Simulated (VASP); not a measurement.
Sn2PbO3, 12 atoms in the cell. Symmetry: P4mm, No. 99, tetragonal system. The conventional cell has a = 3.913 Å, b = 3.913 Å, c = 14.932 Å, α = 90.00°, β = 90.00°, γ = 90.00°. Within 3.0 Å of Sn (site symmetry 4mm) lie 4 O at 2.29 Å. Within 3.0 Å of Sn (site symmetry 4mm) lie 4 O at 2.29 Å. Sn (site symmetry 4mm) has 4 O at 2.29 Å within 3.0 Å. Within 3.0 Å of Sn (site symmetry 4mm) lie 4 O at 2.29 Å. Within 3.0 Å of Pb (site symmetry 4mm) lie 4 O at 2.29 Å. Pb (site symmetry 4mm) has 4 O at 2.29 Å within 3.0 Å. O (site symmetry 2mm) has 4 Sn at 2.29 Å and 4 O at 2.77 Å within 3.0 Å. O (site symmetry 2mm) has 2 Sn at 2.29 Å and 2 Pb at 2.29 Å and 4 O at 2.77 Å within 3.0 Å. 

* Program: VASP 6.6.1
* Task: single point
* Functional: PBE
* Potentials or basis: VASP PAW PBE potentials, release 64 (Sn_d, Pb_d, O)
* Cutoff: 520 eV
* k mesh: 4 × 4 × 2
* Occupations: gaussian, width 0.1 eV
* Spin: no spin polarisation
* Dipole correction: no
* Further INCAR settings: ALGO = Normal; EDIFF = 1e-06; NBANDS = 72

Potentials or basis: VASP PAW PBE potentials, release 64 (Sn_d, Pb_d, O).

The run is started by

```sh
$ cat potpaw_PBE.64/Sn_d/POTCAR potpaw_PBE.64/Pb_d/POTCAR potpaw_PBE.64/O/POTCAR > POTCAR
$ mpirun -np 1 vasp_std > vasp.out
```

Hardware: 1 thread of AMD EPYC 7R43 64-Core Processor (Zen 3), with other jobs on the host.

Task: How long does it take, and how much memory?

Result: Run time: 3.9 min on 1 thread of AMD EPYC 7R43 64-Core Processor (Zen 3), on a shared host, peak memory 0.35 GiB. Counts: scf iterations 17, k points 12.
